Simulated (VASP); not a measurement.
# Au (I4/mmm) in VASP: further runs

Au is run at these levels: PBEsol; tasks: single point.

All numbers are computed with VASP 6.6.1; they aren't measurements. Logs are shortened: lines on timing, memory, paths and dates and some standing lists are left out, and cuts for length are marked.

## (1) The cell of the first run

The structure is tetragonal, space group I4/mmm (No. 139). The conventional cell has a = 2.849 Å, b = 2.849 Å, c = 4.152 Å, α = 90.00°, β = 90.00°, γ = 90.00°. Au (site symmetry 4/mmm) has 12 Au at 2.85 to 2.89 Å within 3.8 Å.

## (2) Single point, PBEsol (strain -0.015 along x and y, +0.015 along z)

File INCAR:

```
PREC     = Accurate       # precision mode
ENCUT    = 520            # plane-wave cutoff, eV
EDIFF    = 1E-6           # SCF threshold, eV
ISMEAR   = 0              # smearing method
SIGMA    = 0.15           # smearing width, eV
LREAL    = False          # projectors in reciprocal space
LASPH    = True           # aspherical terms in the spheres
NELM     = 100            # most SCF steps
ALGO     = Normal         # electronic algorithm
ISIF     = 2              # what is computed and relaxed
LWAVE    = False          # write WAVECAR
LCHARG   = True           # write CHGCAR
GGA      = PS             # functional
LELF     = True           # ELF
LVHAR    = True         
NBANDS   = 12             # bands
```

File KPOINTS:

```
Automatic mesh
0
Gamma
  20 20 20
```

File POSCAR:

```
Au
1.0
    0.0000000000      2.0148175000      2.0761825000
    2.0148175000      0.0000000000      2.0761825000
    2.0148175000      2.0148175000      0.0000000000
Au
1
Direct
    0.0000000000      0.0000000000      0.0000000000
```

Potentials or basis: VASP PAW PBE potentials, release 64 (Au).

On the command line:

```sh
> cat potpaw_PBE.64/Au/POTCAR > POTCAR
> mpirun -np 1 vasp_std > vasp.out
```

OUTCAR:

```text
PREC = Accurate
   ENCUT = 520
   EDIFF = 1E-6
   ISMEAR = 0
   LREAL = False
   LASPH = True
   NELM = 100
   ISIF = 2
   GGA = PS

 ion  position               nearest neighbor table
   1  0.000  0.000  0.000-

  LATTYP: Found a body centered tetragonal cell.
 ALAT       =     2.8493822342
 C/A-ratio  =     1.4572860567

  Lattice vectors:

 A1 = (  -2.0148175000,   0.0000000000,   2.0761825000)
 A2 = (   2.0148175000,   0.0000000000,   2.0761825000)
 A3 = (   0.0000000000,   2.0148175000,  -2.0761825000)

Analysis of symmetry for initial positions (statically):
=====================================================================
 Subroutine PRICEL returns:
 Original cell was already a primitive cell.

 Routine SETGRP: Setting up the symmetry group for a
 body centered tetragonal supercell.

 Subroutine GETGRP returns: Found 16 space group operations
 (whereof 16 operations were pure point group operations)
 out of a pool of 16 trial point group operations.

The static configuration has the point symmetry D_4h.

Analysis of symmetry for dynamics (positions and initial velocities):
=====================================================================
 Subroutine PRICEL returns:
 Original cell was already a primitive cell.

 Routine SETGRP: Setting up the symmetry group for a
 body centered tetragonal supercell.

 Subroutine GETGRP returns: Found 16 space group operations
 (whereof 16 operations were pure point group operations)
 out of a pool of 16 trial point group operations.

The dynamic configuration has the point symmetry D_4h.

 Subroutine INISYM returns: Found 16 space group operations
 (whereof 16 operations are pure point group operations),
 and found     1 'primitive' translations

----------------------------------------------------------------------------------------

                                     Primitive cell

  volume of cell :      16.8565

  direct lattice vectors                    reciprocal lattice vectors
     0.000000000  2.014817500  2.076182500    -0.248161434  0.248161434  0.240826613
     2.014817500  0.000000000  2.076182500     0.248161434 -0.248161434  0.240826613
     2.014817500  2.014817500  0.000000000     0.248161434  0.248161434 -0.240826613

  length of vectors
     2.893099261  2.893099261  2.849382234     0.425635586  0.425635586  0.425635586

  position of ions in fractional coordinates (direct lattice)
     0.000000000  0.000000000  0.000000000

  ion indices of the primitive-cell ions
   primitive index   ion index
[... 82 lines left out ...]
   TEBEG  =    0.0;   TEEND  =   0.0 temperature during run
   PSTRESS=    0.0 pullay stress
   NELECT =      11.0000    total number of electrons
   NUPDOWN=      -1.0000    fix difference up-down
   EMIN   =  10.00;   EMAX   =-10.00  energy-range for DOS
   EFERMI =   0.00;   METHOD = LEGACY
   ISMEAR =     0;   SIGMA  =   0.15  broadening in eV -4-tet -1-fermi 0-gaus
   EFERMI_NEDOS =   21; number of points for ismear=-14 and -15
   IALGO  =     38    algorithm
   IMIX   =      4    mixing-type and parameters
     AMIX     =   0.40;   BMIX     =  1.00
     AMIX_MAG =   1.60;   BMIX_MAG =  1.00
  volume/ion in A,a.u.               =      16.86       113.75
  Fermi-wavevector in a.u.,A,eV,Ry     =   1.419984  2.683380 27.434164  2.016354
  Thomas-Fermi vector in A             =   2.540947
   LORBIT       =      0    0 simple, 1 ext, 2 COOP (PROOUT), +10 PAW based schemes
   GGA     = PS    functional components
   LHFCALC =     F    Hartree Fock is set to
   AEXX    =    0.0000 exact exchange contribution
   IVDW    =     0    specifies the selected vdW correction
   LEPSILON=     F    determine dielectric tensor
   LRPA    =     F    only Hartree local field effects (RPA)
 non-spin polarized calculation
 Gauss-broadening in eV      SIGMA  =   0.15
  energy-cutoff  :      520.00
  volume of cell :       16.86
 maximum number of plane-waves:       469
 NGX is ok and might be reduce to    24
   NGX = 11   NGY = 11   NGZ = 11

 number of electron      10.9999998 magnetization

 Free energy of the ion-electron system (eV)
  ---------------------------------------------------
  ext. energy  EPLUGINS =         0.00000000
  ---------------------------------------------------
  free energy    TOTEN  =        -3.92407878 eV

  energy without entropy =       -3.92081496  energy(sigma->0) =       -3.92244687

 E-fermi :   9.4509     XC(G=0): -12.9494

 val. band max:        9.4388304933   @ k =   0.5000   0.1000   0.0000
 cond. band min:       9.4601508082   @ k =  -0.3500   0.1500   0.1000
 fundamental gap:      0.0213203149
 Fermi energy:         9.4508802390

 k-point     1 :       0.0000    0.0000    0.0000
  band No.  band energies     occupation
      1      -0.5756      2.00000
      2       4.5400      2.00000
      3       4.8194      2.00000
      4       4.8194      2.00000
      5       6.1256      2.00000
      6       6.4311      2.00000
      7      23.9607      0.00000
      8      27.6575      0.00000
      9      28.1802      0.00000
     10      28.1802      0.00000
     11      32.9218      0.00000
     12      37.4910      0.00000
[... 331 lines left out ...]
 k-point    24 :      -0.3500    0.0500    0.0000
  band No.  band energies     occupation
      1       2.0387      2.00000
      2       4.6671      2.00000
      3       4.9801      2.00000
      4       5.8147      2.00000
      5       6.9207      2.00000
      6       7.5324      2.00000
      7      16.0690      0.00000
      8      23.9235      0.00000
      9      26.6420      0.00000
     10      28.6274      0.00000
     11      32.6689      0.00000
     12      34.0456      0.00000

 [... further k-points ...]

------------------------ aborting loop because EDIFF is reached ----------------------------------------

  FORCE on cell =-STRESS in cart. coord.  units (eV):
  Direction    XX          YY          ZZ          XY          YZ          ZX
  --------------------------------------------------------------------------------------
  -------------------------------------------------------------------------------------
  Total        0.1912562      0.1912562      0.0799947      0.0000000      0.0000000      0.0000000
  in kB       18.1785506     18.1785506      7.6033492      0.0000000      0.0000000      0.0000000
  external PRESSURE =      14.6534834 kB  Pullay stress =       0.0000000 kB

 VOLUME and BASIS-vectors are now :
 -----------------------------------------------------------------------------
  energy-cutoff  :      520.00
  volume of cell :       16.86
      direct lattice vectors                 reciprocal lattice vectors
     0.000000000  2.014817500  2.076182500    -0.248161434  0.248161434  0.240826613
     2.014817500  0.000000000  2.076182500     0.248161434 -0.248161434  0.240826613
     2.014817500  2.014817500  0.000000000     0.248161434  0.248161434 -0.240826613

 POSITION                                       TOTAL-FORCE (eV/Angst)
 -----------------------------------------------------------------------------------
      0.00000      0.00000      0.00000         0.000000      0.000000      0.000000
 -----------------------------------------------------------------------------------
    total drift:                               -0.000000      0.000000      0.000000

  FREE ENERGIE OF THE ION-ELECTRON SYSTEM (eV)
  ---------------------------------------------------
  free  energy   TOTEN  =        -3.9240787800 eV

  energy  without entropy=       -3.9208149639  energy(sigma->0) =       -3.92244687
```

stdout:

```text
POSCAR found type information on POSCAR Au
 POSCAR found :  1 types and       1 ions
 scaLAPACK will be used
 -----------------------------------------------------------------------------
|                                                                             |
|                                                                             |
|     You enforced a specific xc type in the INCAR file but a different       |
|     I HOPE YOU KNOW WHAT YOU ARE DOING!                                     |
|                                                                             |
 -----------------------------------------------------------------------------

 LDA part: xc-table for (Slater+PW92), standard interpolation
 POSCAR, INCAR and KPOINTS ok, starting setup
 FFT: planning ... GRIDC
 FFT: planning ... GRID_SOFT
 FFT: planning ... GRID
 WAVECAR not read
 entering main loop
```

Wall time 2.9 min (1 thread of AMD EPYC 7R43 (Zen 3), shared host); peak memory 0.21 GiB.

What came out:

```yaml
Free_energy: -3.9241 eV
Pressure: 1.5 GPa
```

Caveat: the cell differs from its parent crystal (strain -0.015 along x and y, +0.015 along z); the PAW data sets were made with another functional, which shifts forces and pressure a little; spin-orbit coupling is left out, which moves the levels of the heavy elements.

## (3) Single point, PBEsol (strain -0.015 along x and y, +0.030 along z)

File INCAR:

```
PREC = Accurate
ENCUT = 520
EDIFF = 1E-7
ISMEAR = 0
SIGMA = 0.15
LREAL = F
LASPH = T
NELM = 80
ALGO = Normal
ISIF = 2
LWAVE = F
LCHARG = F
GGA = PS
NBANDS = 12
```

KPOINTS is that of step 2.

File POSCAR:

```
Au
1.0
    0.0000000000      2.0148175000      2.1068650000
    2.0148175000      0.0000000000      2.1068650000
    2.0148175000      2.0148175000      0.0000000000
Au
1
Direct
    0.0000000000      0.0000000000      0.0000000000
```

Potentials or basis: VASP PAW PBE potentials, release 64 (Au).

On the command line:

```sh
> cat potpaw_PBE.64/Au/POTCAR > POTCAR
> mpirun -np 1 vasp_std > vasp.out
```

OUTCAR:

```text
PREC = Accurate
   ENCUT = 520
   EDIFF = 1E-7
   ISMEAR = 0
   LREAL = F
   LASPH = T
   NELM = 80
   ISIF = 2
   GGA = PS

 ion  position               nearest neighbor table
   1  0.000  0.000  0.000-

  LATTYP: Found a body centered tetragonal cell.
 ALAT       =     2.8493822342
 C/A-ratio  =     1.4788223038

  Lattice vectors:

 A1 = (  -2.0148175000,   0.0000000000,   2.1068650000)
 A2 = (   2.0148175000,   0.0000000000,   2.1068650000)
 A3 = (   0.0000000000,   2.0148175000,  -2.1068650000)
[... 539 lines left out ...]
     12      33.6562      0.00000

 [... further k-points ...]

------------------------ aborting loop because EDIFF is reached ----------------------------------------

  FORCE on cell =-STRESS in cart. coord.  units (eV):
  Direction    XX          YY          ZZ          XY          YZ          ZX
  --------------------------------------------------------------------------------------
  -------------------------------------------------------------------------------------
  Total       -0.0590331     -0.0590331     -0.2252709      0.0000000      0.0000000     -0.0000000
  in kB       -5.5292704     -5.5292704    -21.0997620      0.0000000      0.0000000     -0.0000000
  external PRESSURE =     -10.7194343 kB  Pullay stress =       0.0000000 kB

 VOLUME and BASIS-vectors are now :
 -----------------------------------------------------------------------------
  energy-cutoff  :      520.00
  volume of cell :       17.11
      direct lattice vectors                 reciprocal lattice vectors
     0.000000000  2.014817500  2.106865000    -0.248161434  0.248161434  0.237319430
     2.014817500  0.000000000  2.106865000     0.248161434 -0.248161434  0.237319430
     2.014817500  2.014817500  0.000000000     0.248161434  0.248161434 -0.237319430

 POSITION                                       TOTAL-FORCE (eV/Angst)
 -----------------------------------------------------------------------------------
      0.00000      0.00000      0.00000        -0.000000      0.000000      0.000000
 -----------------------------------------------------------------------------------
    total drift:                                0.000000      0.000000      0.000000

  FREE ENERGIE OF THE ION-ELECTRON SYSTEM (eV)
  ---------------------------------------------------
  free  energy   TOTEN  =        -3.9232142403 eV

  energy  without entropy=       -3.9199667994  energy(sigma->0) =       -3.92159052
```

OSZICAR:

```text
N       E                     dE             d eps       ncg     rms          rms(c)
DAV:   1     0.492030172623E+02    0.49203E+02   -0.55620E+03 15912   0.814E+02
DAV:   2    -0.356840993859E+01   -0.52771E+02   -0.49843E+02 17976   0.188E+02
DAV:   3    -0.426153747686E+01   -0.69313E+00   -0.69218E+00 18576   0.209E+01
DAV:   4    -0.426380694033E+01   -0.22695E-02   -0.22694E-02 18280   0.137E+00
DAV:   5    -0.426382322456E+01   -0.16284E-04   -0.16284E-04 19032   0.111E-01    0.946E+00
DAV:   6    -0.394839003125E+01    0.31543E+00   -0.85907E-01 16488   0.743E+00    0.587E+00
DAV:   7    -0.392620326115E+01    0.22187E-01   -0.70770E-02 18420   0.211E+00    0.286E+00
DAV:   8    -0.392322773055E+01    0.29755E-02   -0.16860E-03 17440   0.383E-01    0.304E-01
DAV:   9    -0.392321125703E+01    0.16474E-04   -0.10523E-05 18456   0.300E-02    0.102E-02
DAV:  10    -0.392321421438E+01   -0.29574E-05   -0.11759E-06 18740   0.861E-03    0.117E-03
DAV:  11    -0.392321424025E+01   -0.25872E-07   -0.59466E-08 12520   0.201E-03
   1 F= -.39232142E+01 E0= -.39215905E+01  d E =-.324744E-02
```

stdout:

```text
POSCAR found type information on POSCAR Au
 POSCAR found :  1 types and       1 ions
 scaLAPACK will be used
 -----------------------------------------------------------------------------
|                                                                             |
|                                                                             |
|     You enforced a specific xc type in the INCAR file but a different       |
|     I HOPE YOU KNOW WHAT YOU ARE DOING!                                     |
|                                                                             |
 -----------------------------------------------------------------------------

 LDA part: xc-table for (Slater+PW92), standard interpolation
 POSCAR, INCAR and KPOINTS ok, starting setup
 FFT: planning ... GRIDC
 FFT: planning ... GRID_SOFT
 FFT: planning ... GRID
 WAVECAR not read
 entering main loop
```

It took 2.5 min on 1 thread of AMD EPYC 7R43 (Zen 3), shared host; peak memory 0.21 GiB.

Results:

```
Free energy : -3.9232 eV
Pressure    : -1.1 GPa
```

Caveat: the cell differs from its parent crystal (strain -0.015 along x and y, +0.030 along z); the PAW data sets were made with another functional, which shifts forces and pressure a little; spin-orbit coupling is left out, which moves the levels of the heavy elements.

## (4) Single point, PBEsol (strain +0.000 along x and y, +0.015 along z)

File INCAR:

```
ALGO = Fast
EDIFF = 1E-6
ENCUT = 520
GGA = PS
ISIF = 2
ISMEAR = 0
LASPH = T
LCHARG = F
LREAL = F
LWAVE = F
NBANDS = 12
NELM = 60
PREC = Accurate
SIGMA = 0.15
```

File KPOINTS:

```
k-points
0
Gamma
  20 20 20
```

File POSCAR:

```
Au
1.0
    0.0000000000      2.0455000000      2.0761825000
    2.0455000000      0.0000000000      2.0761825000
    2.0455000000      2.0455000000      0.0000000000
Au
1
Direct
    0.0000000000      0.0000000000      0.0000000000
```

On the command line:

```sh
> cat potpaw_PBE.64/Au/POTCAR > POTCAR
> mpirun -np 1 vasp_std > vasp.out
```

Wall time 3.4 min (1 thread of AMD EPYC 7R43 (Zen 3), shared host); peak memory 0.21 GiB.

The run converged. Its results:

- Free energy: -3.9215 eV
- Pressure: -3.6 GPa

Stress tensor (GPa, compression positive):
```
-3.42  0.00  0.00
 0.00 -3.42  0.00
 0.00  0.00 -3.89
```

Levels at points of the mesh, in eV from the Fermi level:
```csv
k point,band 2,band 3,band 4,band 5,band 6,band 7,band 8,band 9,band 10,band 11
"(0.00, 0.00, 0.00)",-4.63,-4.50,-4.50,-3.14,-3.00,14.56,18.28,18.52,18.52,23.25
"(0.50, 0.00, 0.00)",-4.64,-4.52,-1.93,-1.87,-0.91,2.98,13.98,16.83,17.14,24.45
"(0.50, 0.50, 0.00)",-6.56,-1.94,-1.60,-1.60,0.88,5.39,10.10,10.10,17.14,19.71
"(0.50, 0.00, 0.50)",-6.55,-1.95,-1.64,-1.54,1.12,5.73,9.83,9.86,16.91,19.48
```

Caveat: the cell differs from its parent crystal (strain +0.000 along x and y, +0.015 along z); the PAW data sets were made with another functional, which shifts forces and pressure a little; spin-orbit coupling is left out, which moves the levels of the heavy elements.

## (5) Single point, PBEsol (strain +0.015 along x and y, -0.015 along z)

File INCAR:

```
SYSTEM = Au
PREC = Accurate
ENCUT = 520
EDIFF = 1E-7
ISMEAR = 0
SIGMA = 0.15
LREAL = .FALSE.
LASPH = .TRUE.
NELM = 100
ALGO = Normal
ISIF = 2
LWAVE = .FALSE.
LCHARG = .FALSE.
GGA = PS
NBANDS = 12
```

File KPOINTS:

```
Automatic mesh
0
G
  20 20 20
  0 0 0
```

File POSCAR:

```
Au
1.0
    0.0000000000      2.0761825000      2.0148175000
    2.0761825000      0.0000000000      2.0148175000
    2.0761825000      2.0761825000      0.0000000000
Au
1
Direct
    0.0000000000      0.0000000000      0.0000000000
```

On the command line:

```sh
> cat potpaw_PBE.64/Au/POTCAR > POTCAR
> mpirun -np 1 vasp_std > vasp.out
```

Wall time 3 min (1 thread of AMD EPYC 7R43 (Zen 3), shared host); peak memory 0.22 GiB.

Results (log left out):

```yaml
Free_energy: -3.9210 eV
Pressure: -3.6 GPa
```

Stress tensor (GPa, compression positive):
```
-3.84  0.00  0.00
 0.00 -3.84  0.00
 0.00  0.00 -3.05
```

Levels at points of the mesh, in eV from the Fermi level:
```
           k point  band 2  band 3  band 4  band 5  band 6  band 7  band 8  band 9  band 10  band 11
(0.00, 0.00, 0.00)   -4.64   -4.64   -4.39   -3.22   -2.95   14.55   18.26   18.26    18.76    23.25
(0.50, 0.00, 0.00)   -4.72   -4.47   -1.98   -1.85   -0.92    2.97   13.94   16.64    17.35    24.32
(0.50, 0.50, 0.00)   -6.56   -1.96   -1.59   -1.59    1.37    6.06    9.57    9.57    16.67    19.23
(0.50, 0.00, 0.50)   -6.56   -1.96   -1.71   -1.52    0.86    5.39   10.07   10.13    17.15    19.70
```

Caveat: the cell differs from its parent crystal (strain +0.015 along x and y, -0.015 along z); the PAW data sets were made with another functional, which shifts forces and pressure a little; spin-orbit coupling is left out, which moves the levels of the heavy elements.

## (6) Overview

| cell | gap on the mesh (eV) | pressure (GPa) |
| --- | --- | --- |
| a = 2.893, b = 2.893, c = 2.849 Å, angles 60.5, 60.5, 59.0°, 1 atom | none | 1.5 |
| a = 2.915, b = 2.915, c = 2.849 Å, angles 60.7, 60.7, 58.5°, 1 atom | none | -1.1 |
| a = 2.915, b = 2.915, c = 2.893 Å, angles 60.2, 60.2, 59.5°, 1 atom | none | -3.6 |
| a = 2.893, b = 2.893, c = 2.936 Å, angles 59.5, 59.5, 61.0°, 1 atom | none | -3.6 |

Alike in all rows: task single point; level PBEsol; potentials or basis VASP PAW PBE potentials, release 64 (Au); no spin polarisation; k mesh 20 × 20 × 20; cutoff (eV) 520; smearing gaussian 0.15 eV.

Caveats: the PAW data sets were made with another functional, which shifts forces and pressure a little; spin-orbit coupling is left out, which moves the levels of the heavy elements.

Absolute energies hang on the potentials; compare differences alone.
